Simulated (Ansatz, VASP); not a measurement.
# One calculation of Sc2InSb3, two programs

Contents of INCAR:

```
PREC = Accurate
ENCUT = 600
EDIFF = 1E-7
ISMEAR = 0
SIGMA = 0.2
LREAL = False
LASPH = True
NELM = 60
ALGO = Fast
ISIF = 3
LWAVE = False
LCHARG = False
GGA = PE
IBRION = 2
NSW = 36
EDIFFG = -0.08
```

KPOINTS

```
Automatic mesh
0
Gamma
  3 3 4
```

File POSCAR:

```
Sc2InSb3
1.0
    3.3145108900     -5.7221401400      0.0000000000
    3.3145108900      5.7221401400      0.0000000000
   -0.0234061900      0.0000000000      3.8315972300
Sc In Sb
2 1 3
Direct
    0.6639999900      0.3360000100      0.0000000000
    0.3360000100      0.6639999900      0.0000000000
    0.0000000000      0.0000000000      0.0000000000
    0.5000000000      0.5000000000      0.5000000000
    0.0000000000      0.5000000000      0.5000000000
    0.5000000000      0.0000000000      0.5000000000
```

Input for Ansatz:

```yaml
crystal:
  lattice:
    - [3.31451089, -5.72214014, 0.0]
    - [3.31451089, 5.72214014, 0.0]
    - [-0.02340619, 0.0, 3.83159723]
  atoms:
    - { symbol: Sc, position: [0.66399999, 0.33600001, 0.0] }
    - { symbol: Sc, position: [0.33600001, 0.66399999, 0.0] }
    - { symbol: In, position: [0.0, 0.0, 0.0] }
    - { symbol: Sb, position: [0.5, 0.5, 0.5] }
    - { symbol: Sb, position: [0.0, 0.5, 0.5] }
    - { symbol: Sb, position: [0.5, 0.0, 0.5] }
basis:
  ecutwfc: 420
kpoints:
  mp_grid: { grid: [3, 3, 4] }
hamiltonian:
  xc: pbe
scf:
  occupations: { method: gaussian, width: 0.2 }
  lower_state_search: "off"
output:
  forces: true
  stress: true
  eigenvalues: true
relax:
  adjacent_minimum: "off"
  f_tol: 0.08
  max_steps: 16
  cell: { stress_tol: 0.8 }
```

Change from the starting cell: species swapped into the ErB2Rh3 type (C2/m, No. 12).

Alike in both runs: task relaxation of cell and atoms; functional PBE; k mesh 3 × 3 × 4; occupations gaussian, width 0.2 eV; no spin polarisation.

|  | VASP | Ansatz |
| --- | --- | --- |
| version | VASP 6.6.1 | Ansatz 0.2.0 |
| potentials or method | VASP PAW PBE potentials, release 64 (Sc_sv, In_d, Sb), cutoff 600 eV | scalar-relativistic, plane waves, PAW |
| valence electrons in the cell | 50 | 80 |

```csv
,VASP,Ansatz,Ansatz less VASP
"gap on the k mesh at the Fermi level, each at its own relaxed structure (eV)",none,none,-
relaxed volume (Å³/atom),28.27,28.29,+0.022
relaxed length of the cell vector where the two differ most in proportion (Å),4.365,4.305,-0.0600
```

A gap of «none» marks a metal or a gap that the smearing closes. VASP's potentials hold 50 valence electrons a cell and Ansatz's 80, so a difference there can come from the potentials and not from the codes.

The k mesh is coarse, so the values compare programs but aren't converged. Spin-orbit coupling is off throughout. Noted on VASP's run: the volume moved by over 15 % at a fixed basis, so the end points are rough.
